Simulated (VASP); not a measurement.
Input of a VASP 6.6.1 run:

File INCAR:

```
SYSTEM = CdSe
PREC     = Accurate       ! precision mode
ENCUT    = 520            ! plane-wave cutoff, eV
EDIFF    = 1E-8           ! SCF threshold, eV
ISMEAR   = 0              ! smearing method
SIGMA    = 0.01           ! smearing width, eV
LREAL    = .False.        ! projectors in reciprocal space
LASPH    = .True.         ! aspherical terms in the spheres
NELM     = 60             ! most SCF steps
ALGO     = Normal         ! electronic algorithm
ISIF     = 2              ! what is computed and relaxed
LWAVE    = .False.        ! write WAVECAR
LCHARG   = .False.        ! write CHGCAR
GGA      = PS             ! functional
IBRION   = 8              ! ionic algorithm
NSW      = 1              ! ionic steps
```

The input KPOINTS:

```
regular mesh
0
Gamma
  6 6 6
  0 0 0
```

Contents of POSCAR:

```
CdSe
1.0
    0.0000000000      3.0413144450      3.0413144450
    3.0413144450      0.0000000000      3.0413144450
    3.0413144450      3.0413144450      0.0000000000
Cd Se
1 1
Direct
    0.0000000000      0.0000000000      0.0000000000
    0.7500000000      0.7500000000      0.7500000000
```

Potentials or basis: VASP PAW PBE potentials, release 64 (Cd, Se).

Run with:

```console
$ cat potpaw_PBE.64/Cd/POTCAR potpaw_PBE.64/Se/POTCAR > POTCAR
$ mpirun -np 1 vasp_std > vasp.out
```

Question: Estimate the highest phonon frequency at Γ, LO-TO splitting left out.

Answer: 169 cm⁻¹.

Phonon frequencies in cm⁻¹ (negative: imaginary):
| q point | frequencies |
| --- | --- |
| (0.000, 0.000, 0.000) | 0 0 0 169 169 169 |
